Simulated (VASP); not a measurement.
A run of VASP 6.6.1 is set up as follows.

Contents of INCAR:

```
SYSTEM = Co
ALGO = Normal
EDIFF = 1E-6
ENCUT = 520
GGA = RP
ISIF = 2
ISMEAR = -1
ISPIN = 2
LASPH = .True.
LCHARG = .False.
LMAXMIX = 4
LORBIT = 11
LREAL = .False.
LWAVE = .False.
MAGMOM = -1.79 -1.79
NBANDS = 20
NELM = 150
PREC = Accurate
SIGMA = 0.05
```

Contents of KPOINTS:

```
k-points
0
Gamma
  12 12 12
  0 0 0
```

POSCAR

```
Co
1.0
    0.0000000000      2.4991071252      2.4991071252
    2.4991071252      0.0000000000      2.4991071252
    2.4991071252      2.4991071252      0.0000000000
Co
2
Direct
    0.1250000000      0.1250000000      0.1250000000
    0.8750000000      0.8750000000      0.8750000000
```

Potentials or basis: VASP PAW PBE potentials, release 64 (Co).

The run is started by

```sh
$ cat potpaw_PBE.64/Co/POTCAR > POTCAR
$ mpirun -np 1 vasp_std > vasp.out
```

Estimate the net moment.

-3.43 μB per cell.

Predict the site moments.

Co -1.70 μB.

What does it give for the pressure?

8.3 GPa.

Caveat: the cell stands under pressure; the PAW data sets were made with another functional, which shifts forces and pressure a little.
